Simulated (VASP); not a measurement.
# Ce (P6_3/mmc) in VASP: notebook

The runs below take Ce through single point, with PBE.

Program: VASP 6.6.1. These are calculated values, not measurements. Logs are shortened: lines on timing, memory, paths and dates and some standing lists are left out, and cuts for length are marked.

### Step 1. The cell of the first run

The structure is hexagonal, space group P6_3/mmc (No. 194). The conventional cell has a = 3.285 Å, b = 3.285 Å, c = 5.731 Å, α = 90.00°, β = 90.00°, γ = 120.00°. Ce (site symmetry -6m2) has 12 Ce at 3.28 to 3.44 Å within 4.3 Å.

This isn't the form of Ce at room conditions, which is fcc.

### Step 2. Single point, PBE, collinear spin, ferromagnetic start

File INCAR:

```
ALGO = Normal
EDIFF = 1E-6
ENCUT = 520
GGA = PE
ISIF = 2
ISMEAR = 0
ISPIN = 2
LASPH = T
LCHARG = T
LELF = T
LMAXMIX = 6
LORBIT = 11
LREAL = F
LVHAR = T
LWAVE = F
MAGMOM = 1 1
NBANDS = 23
NELM = 150
PREC = Accurate
SIGMA = 0.05
```

File KPOINTS:

```
k-points
0
Gamma
  14 14 8
```

File POSCAR:

```
Ce
1.0
    3.2849534645      0.0000000000      0.0000000000
   -1.6424767322      2.8448531505      0.0000000000
    0.0000000000      0.0000000000      5.7313253846
Ce
2
Direct
    0.3333333333      0.6666666667      0.7500000000
    0.6666666667      0.3333333333      0.2500000000
```

Potentials or basis: VASP PAW PBE potentials, release 64 (Ce).

Run with:

```
$ cat potpaw_PBE.64/Ce/POTCAR > POTCAR
$ mpirun -np 1 vasp_std > vasp.out
```

OUTCAR:

```text
EDIFF = 1E-6
   ENCUT = 520
   GGA = PE
   ISIF = 2
   ISMEAR = 0
   ISPIN = 2
   LASPH = T
   LORBIT = 11
   LREAL = F
   NELM = 150
   PREC = Accurate

 ion  position               nearest neighbor table
   1  0.333  0.667  0.750-
   2  0.667  0.333  0.250-

  LATTYP: Found a hexagonal cell.
 ALAT       =     3.2849534645
 C/A-ratio  =     1.7447204189

  Lattice vectors:

 A1 = (   3.2849534645,   0.0000000000,   0.0000000000)
 A2 = (  -1.6424767322,   2.8448531505,   0.0000000000)
 A3 = (   0.0000000000,   0.0000000000,   5.7313253846)

Analysis of symmetry for initial positions (statically):
=====================================================================
 Subroutine PRICEL returns:
 Original cell was already a primitive cell.

 Routine SETGRP: Setting up the symmetry group for a
 hexagonal supercell.

 Subroutine GETGRP returns: Found 24 space group operations
 (whereof 12 operations were pure point group operations)
 out of a pool of 24 trial point group operations.

The static configuration has the point symmetry D_3d.
 The point group associated with its full space group is D_6h.

Analysis of symmetry for dynamics (positions and initial velocities):
=====================================================================
 Subroutine PRICEL returns:
 Original cell was already a primitive cell.

 Routine SETGRP: Setting up the symmetry group for a
 hexagonal supercell.

 Subroutine GETGRP returns: Found 24 space group operations
 (whereof 12 operations were pure point group operations)
 out of a pool of 24 trial point group operations.

The dynamic configuration has the point symmetry D_3d.
 The point group associated with its full space group is D_6h.

Analysis of structural, dynamic, and magnetic symmetry:
=====================================================================
 Subroutine PRICEL returns:
 Original cell was already a primitive cell.

 Routine SETGRP: Setting up the symmetry group for a
 hexagonal supercell.

 Subroutine GETGRP returns: Found 24 space group operations
 (whereof 12 operations were pure point group operations)
 out of a pool of 24 trial point group operations.

The overall configuration has the point symmetry D_3d.
 The point group associated with its full space group is D_6h.

 Subroutine INISYM returns: Found 24 space group operations
 (whereof 12 operations are pure point group operations),
 and found     1 'primitive' translations

----------------------------------------------------------------------------------------

                                     Primitive cell

  volume of cell :      53.5604

  direct lattice vectors                    reciprocal lattice vectors
     3.284953465  0.000000000  0.000000000     0.304418315  0.175755996  0.000000000
    -1.642476732  2.844853151  0.000000000     0.000000000  0.351511993  0.000000000
     0.000000000  0.000000000  5.731325385     0.000000000  0.000000000  0.174479712

  length of vectors
     3.284953465  3.284953464  5.731325385     0.351511993  0.351511993  0.174479712

  position of ions in fractional coordinates (direct lattice)
     0.333333333  0.666666667  0.750000000
     0.666666667  0.333333333  0.250000000

  ion indices of the primitive-cell ions
   primitive index   ion index
                 1           1
                 2           2

----------------------------------------------------------------------------------------

 KPOINTS: k-points

Automatic generation of k-mesh.
 Grid dimensions read from file:
 generate k-points for:   14   14    8

 Generating k-lattice:

  Cartesian coordinates                     Fractional coordinates (reciprocal lattice)
     0.021744165  0.012554000  0.000000000     0.071428571 -0.000000000  0.000000000
     0.000000000  0.025107999  0.000000000     0.000000000  0.071428571  0.000000000
     0.000000000  0.000000000  0.021809964     0.000000000  0.000000000  0.125000000

  Length of vectors
     0.025107999  0.025107999  0.021809964

  Shift w.r.t. Gamma in fractional coordinates (k-lattice)
     0.000000000  0.000000000  0.000000000

 Subroutine IBZKPT returns following result:
 ===========================================

 Found    120 irreducible k-points:

 Following reciprocal coordinates:
            Coordinates               Weight
  0.000000  0.000000  0.000000      1.000000
  0.071429 -0.000000  0.000000      6.000000
  0.142857 -0.000000  0.000000      6.000000
  0.214286 -0.000000  0.000000      6.000000
  0.285714 -0.000000  0.000000      6.000000
  0.357143 -0.000000  0.000000      6.000000
[... 16 lines left out ...]
  0.285714  0.285714  0.000000      6.000000
  0.357143  0.285714  0.000000      6.000000
 [... further k-points ...]
   k-points           NKPTS =    120   k-points in BZ     NKDIM =    120   number of bands    NBANDS=     23
   number of dos      NEDOS =    301   number of ions     NIONS =      2
   total plane-waves  NPLWV =  27648
   dimension x,y,z NGX =    24 NGY =   24 NGZ =   48
   dimension x,y,z NGXF=    48 NGYF=   48 NGZF=   96
   ions per type =               2
   NGX,Y,Z   is equivalent  to a cutoff of  12.15, 12.15, 13.92 a.u.
   NGXF,Y,Z  is equivalent  to a cutoff of  24.29, 24.29, 27.85 a.u.
 SYSTEM =  unknown system
   PREC   = accura    normal or accurate (medium, high low for compatibility)
   ISTART =      0    job   : 0-new  1-cont  2-samecut
   ICHARG =      2    charge: 1-file 2-atom 10-const
   ISPIN  =      2    spin polarized calculation?
   LNONCOLLINEAR =      F non collinear calculations
   LSORBIT =      F    spin-orbit coupling
   LASPH  =      T    aspherical Exc in radial PAW
   ENCUT  =  520.0 eV  38.22 Ry    6.18 a.u.   6.11  6.11 10.66*2*pi/ulx,y,z
   NELM   =    150;   NELMIN=  2; NELMDL= -5     # of ELM steps
   EDIFF  = 0.1E-05   stopping-criterion for ELM
   LREAL  =      F    real-space projection
   EDIFFG = 0.1E-04   stopping-criterion for IOM
   NSW    =      0    number of steps for IOM
   IBRION =     -1    ionic relax: 0-MD 1-quasi-New 2-CG
   NFREE  =      0    steps in history (QN), initial steepest desc. (CG)
   ISIF   =      2    stress and relaxation
   ISYM   =      2    0-nonsym 1-usesym 2-fastsym
   POTIM  = 0.5000    time-step for ionic-motion
   TEBEG  =    0.0;   TEEND  =   0.0 temperature during run
   PSTRESS=    0.0 pullay stress
   NELECT =      24.0000    total number of electrons
   NUPDOWN=      -1.0000    fix difference up-down
   EMIN   =  10.00;   EMAX   =-10.00  energy-range for DOS
   EFERMI =   0.00;   METHOD = LEGACY
   ISMEAR =     0;   SIGMA  =   0.05  broadening in eV -4-tet -1-fermi 0-gaus
   EFERMI_NEDOS =   21; number of points for ismear=-14 and -15
   IALGO  =     38    algorithm
   IMIX   =      4    mixing-type and parameters
     AMIX     =   0.40;   BMIX     =  1.00
     AMIX_MAG =   1.60;   BMIX_MAG =  1.00
  volume/ion in A,a.u.               =      26.78       180.72
  Fermi-wavevector in a.u.,A,eV,Ry     =   1.252748  2.367351 21.352692  1.569379
  Thomas-Fermi vector in A             =   2.386634
   LORBIT       =     11    0 simple, 1 ext, 2 COOP (PROOUT), +10 PAW based schemes
   GGA     = PE    functional components
   LHFCALC =     F    Hartree Fock is set to
   AEXX    =    0.0000 exact exchange contribution
   IVDW    =     0    specifies the selected vdW correction
   LEPSILON=     F    determine dielectric tensor
   LRPA    =     F    only Hartree local field effects (RPA)
 spin polarized calculation
 Gauss-broadening in eV      SIGMA  =   0.05
  energy-cutoff  :      520.00
  volume of cell :       53.56
 maximum number of plane-waves:      1467
   NGX = 13   NGY = 13   NGZ = 21

 number of electron      23.9999999 magnetization       0.0121507

 Free energy of the ion-electron system (eV)
  ---------------------------------------------------
  ext. energy  EPLUGINS =         0.00000000
  ---------------------------------------------------
  free energy    TOTEN  =       -11.69112461 eV

  energy without entropy =      -11.68341383  energy(sigma->0) =      -11.68726922

 E-fermi :   9.2317     XC(G=0): -11.2286

 val. band max:        9.2314252929   @ k =   0.0714   0.0714   0.3750
 cond. band min:       9.2348647005   @ k =   0.0714   0.0714   0.3750
 fundamental gap:      0.0034394076
 Fermi energy:         9.2316790914

 spin component 1

 k-point     1 :       0.0000    0.0000    0.0000
  band No.  band energies     occupation
      1     -25.4835      1.00000
      2     -25.0882      1.00000
      3      -9.3434      1.00000
      4      -6.8872      1.00000
      5      -6.8335      1.00000
      6      -6.8335      1.00000
[... 15 lines left out ...]
     22      10.1405      0.00000
     23      10.3869      0.00000
[... 575 lines left out ...]
      1     -24.8285      1.00000
      2     -24.7952      1.00000
      3      -8.9158      1.00000
      4      -8.5905      1.00000
      5      -8.4711      1.00000
      6      -8.0865      1.00000
[... 15 lines left out ...]
     22      10.1893      0.00000
     23      10.1929      0.00000

 [... further k-points ...]

 spin component 2

 k-point     1 :       0.0000    0.0000    0.0000
  band No.  band energies     occupation
      1     -25.4812      1.00000
      2     -25.0860      1.00000
      3      -9.3411      1.00000
      4      -6.8848      1.00000
      5      -6.8317      1.00000
      6      -6.8317      1.00000
[... 15 lines left out ...]
     22      10.1425      0.00000
     23      10.3889      0.00000
[... 575 lines left out ...]
      1     -24.8263      1.00000
      2     -24.7929      1.00000
      3      -8.9139      1.00000
      4      -8.5887      1.00000
      5      -8.4693      1.00000
      6      -8.0846      1.00000
[... 15 lines left out ...]
     22      10.1925      0.00000
     23      10.1971      0.00000

 [... further k-points ...]

------------------------ aborting loop because EDIFF is reached ----------------------------------------

  FORCE on cell =-STRESS in cart. coord.  units (eV):
  Direction    XX          YY          ZZ          XY          YZ          ZX
  --------------------------------------------------------------------------------------
  -------------------------------------------------------------------------------------
  Total       -0.0733200     -0.0733200     -0.0826783     -0.0000000      0.0000000      0.0000000
  in kB       -2.1932544     -2.1932544     -2.4731942     -0.0000000      0.0000000      0.0000000
  external PRESSURE =      -2.2865676 kB  Pullay stress =       0.0000000 kB

 VOLUME and BASIS-vectors are now :
 -----------------------------------------------------------------------------
  energy-cutoff  :      520.00
  volume of cell :       53.56
      direct lattice vectors                 reciprocal lattice vectors
     3.284953465  0.000000000  0.000000000     0.304418315  0.175755996  0.000000000
    -1.642476732  2.844853151  0.000000000     0.000000000  0.351511993  0.000000000
     0.000000000  0.000000000  5.731325385     0.000000000  0.000000000  0.174479712

 POSITION                                       TOTAL-FORCE (eV/Angst)
 -----------------------------------------------------------------------------------
     -0.00000      1.89657      4.29849        -0.000000     -0.000000      0.000000
      1.64248      0.94828      1.43283         0.000000      0.000000      0.000000
 -----------------------------------------------------------------------------------
    total drift:                               -0.000000      0.000000     -0.000000

  FREE ENERGIE OF THE ION-ELECTRON SYSTEM (eV)
  ---------------------------------------------------
  free  energy   TOTEN  =       -11.6911246083 eV

  energy  without entropy=      -11.6834138312  energy(sigma->0) =      -11.68726922

 total charge

# of ion       s       p       d       f       tot
--------------------------------------------------
    1        2.090   5.562   1.249   1.018   9.919
    2        2.090   5.562   1.249   1.018   9.919
--------------------------------------------------
tot          4.181  11.124   2.499   2.035  19.838

 magnetization (x)

# of ion       s       p       d       f       tot
--------------------------------------------------
    1        0.000   0.000   0.000   0.004   0.004
    2        0.000   0.000   0.000   0.004   0.004
--------------------------------------------------
tot          0.000   0.000   0.001   0.007   0.008
```

Wall time 2.4 min (1 thread of Intel Xeon 6975P-C (Granite Rapids), shared host); peak memory 0.36 GiB.

What came out:

```yaml
Free_energy: -11.6911 eV
Pressure: -0.2 GPa
Band_gap_on_the_k_mesh: zero (filled and empty bands overlap)
Net_moment: 0.01 μB per cell
Valence_electrons_inside_the_program's_atomic_spheres: Ce 9.92
```

Levels at points of the mesh, in eV from the Fermi level:
Spin up:
```tsv
k point	band 8	band 9	band 10	band 11	band 12	band 13	band 14	band 15	band 16	band 17
(0.00, 0.00, 0.00)	-15.81	-2.85	-1.87	-0.16	0.11	0.12	0.50	0.50	0.62	0.64
(0.50, 0.00, 0.00)	-16.29	-2.27	-1.84	-1.37	0.06	0.27	0.46	0.53	0.57	0.67
(0.00, 0.00, 0.50)	-15.94	-1.53	-1.53	-0.15	-0.15	0.33	0.33	0.51	0.51	0.51
(0.50, 0.00, 0.50)	-16.53	-2.23	-2.23	-1.09	-1.09	0.36	0.36	0.54	0.54	0.73
```
Spin down:
| k point | band 9 | band 10 | band 11 | band 12 | band 13 | band 14 | band 15 | band 16 |
| --- | --- | --- | --- | --- | --- | --- | --- | --- |
| (0.00, 0.00, 0.00) | -2.85 | -1.87 | -0.15 | 0.11 | 0.13 | 0.51 | 0.51 | 0.63 |
| (0.50, 0.00, 0.00) | -2.27 | -1.83 | -1.37 | 0.06 | 0.27 | 0.47 | 0.54 | 0.57 |
| (0.00, 0.00, 0.50) | -1.53 | -1.53 | -0.15 | -0.15 | 0.34 | 0.34 | 0.51 | 0.51 |
| (0.50, 0.00, 0.50) | -2.23 | -2.23 | -1.09 | -1.09 | 0.36 | 0.36 | 0.54 | 0.54 |

Caveat: the magnetic or orbital state may not be the lowest; the moments typed at the start vanished in this run; spin-orbit coupling is left out, which moves the levels of the heavy elements; semilocal functionals describe open f shells poorly, which spoils levels, moments and volumes. The state reached can hang on the start; a lower one may exist.

### Step 3. Single point, PBE, collinear spin, antiferromagnetic start

File INCAR:

```
SYSTEM = Ce
PREC = Accurate
ENCUT = 520
EDIFF = 1E-6
ISMEAR = 0
SIGMA = 0.05
LREAL = .FALSE.
LASPH = .TRUE.
NELM = 150
ALGO = Normal
ISIF = 2
LWAVE = .FALSE.
LCHARG = .FALSE.
ISPIN = 2
MAGMOM = 1 -1
LORBIT = 11
LMAXMIX = 6
GGA = PE
NBANDS = 23
```

File KPOINTS:

```
regular mesh
0
G
  14 14 8
  0 0 0
```

POSCAR is that of step 2.

Potentials or basis: VASP PAW PBE potentials, release 64 (Ce).

Run with:

```
$ cat potpaw_PBE.64/Ce/POTCAR > POTCAR
$ mpirun -np 1 vasp_std > vasp.out
```

Wall time 2.7 min (1 thread of Intel Xeon 6975P-C (Granite Rapids), shared host); peak memory 0.36 GiB.

The run converged. Its results:

| Quantity | Value |
| --- | --- |
| Free energy | -11.6911 eV |
| Pressure | -0.2 GPa |
| Band gap on the k mesh | zero (filled and empty bands overlap) |
| Net moment | 0.00 μB per cell |
| Valence electrons inside the program's atomic spheres | Ce 9.92 |

Levels at points of the mesh, in eV from the Fermi level:
Spin up:
| k point | band 9 | band 10 | band 11 | band 12 | band 13 | band 14 | band 15 | band 16 |
| --- | --- | --- | --- | --- | --- | --- | --- | --- |
| (0.00, 0.00, 0.00) | -2.85 | -1.87 | -0.16 | 0.11 | 0.13 | 0.51 | 0.51 | 0.62 |
| (0.50, 0.00, 0.00) | -2.27 | -1.83 | -1.37 | 0.06 | 0.27 | 0.47 | 0.53 | 0.57 |
| (0.00, 0.00, 0.50) | -1.53 | -1.53 | -0.15 | -0.15 | 0.34 | 0.34 | 0.51 | 0.51 |
| (0.50, 0.00, 0.50) | -2.23 | -2.23 | -1.09 | -1.09 | 0.36 | 0.36 | 0.54 | 0.54 |
Spin down:
```
           k point  band 9  band 10  band 11  band 12  band 13  band 14  band 15  band 16
(0.00, 0.00, 0.00)   -2.85    -1.87    -0.16     0.11     0.13     0.51     0.51     0.62
(0.50, 0.00, 0.00)   -2.27    -1.83    -1.37     0.06     0.27     0.47     0.53     0.57
(0.00, 0.00, 0.50)   -1.53    -1.53    -0.15    -0.15     0.34     0.34     0.51     0.51
(0.50, 0.00, 0.50)   -2.23    -2.23    -1.09    -1.09     0.36     0.36     0.54     0.54
```

Caveat: the magnetic or orbital state may not be the lowest; the moments typed at the start vanished in this run; spin-orbit coupling is left out, which moves the levels of the heavy elements; semilocal functionals describe open f shells poorly, which spoils levels, moments and volumes. The state reached can hang on the start; a lower one may exist.
